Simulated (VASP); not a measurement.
Here is a VASP 6.6.1 calculation.

File INCAR:

```
PREC = Accurate
ENCUT = 520
EDIFF = 1E-7
ISMEAR = 0
SIGMA = 0.1
LREAL = False
LASPH = True
NELM = 60
ALGO = Fast
ISIF = 2
LWAVE = False
LCHARG = True
GGA = PE
LELF = True
LVHAR = True
NBANDS = 13
```

KPOINTS

```
Automatic mesh
0
Gamma
  16 16 16
```

File POSCAR:

```
Sn
1.0
   -1.6558199626      1.6719083216      2.4326707163
    1.6558199626     -1.6719083216      2.4326707163
    1.6558199626      1.6719083216     -2.4326707163
Sn
1
Direct
    0.0000000000      0.0000000000      0.0000000000
```

Potentials or basis: VASP PAW PBE potentials, release 64 (Sn_d).

The run is started by

```console
$ cat potpaw_PBE.64/Sn_d/POTCAR > POTCAR
$ mpirun -np 1 vasp_std > vasp.out
```

Task: Estimate the band gap on the k mesh.

Result: Zero (band 7 reaches 15.90 eV, above the bottom of band 8 at 6.09 eV).

Task: What does it give for the pressure?

Result: 2.0 GPa.

Stress tensor (GPa, compression positive):
```
2.10 0.00 0.00
0.00 1.78 0.00
0.00 0.00 2.14
```

Caveat: the cell differs from its parent crystal (strained); spin-orbit coupling is left out, which moves the levels of the heavy elements.
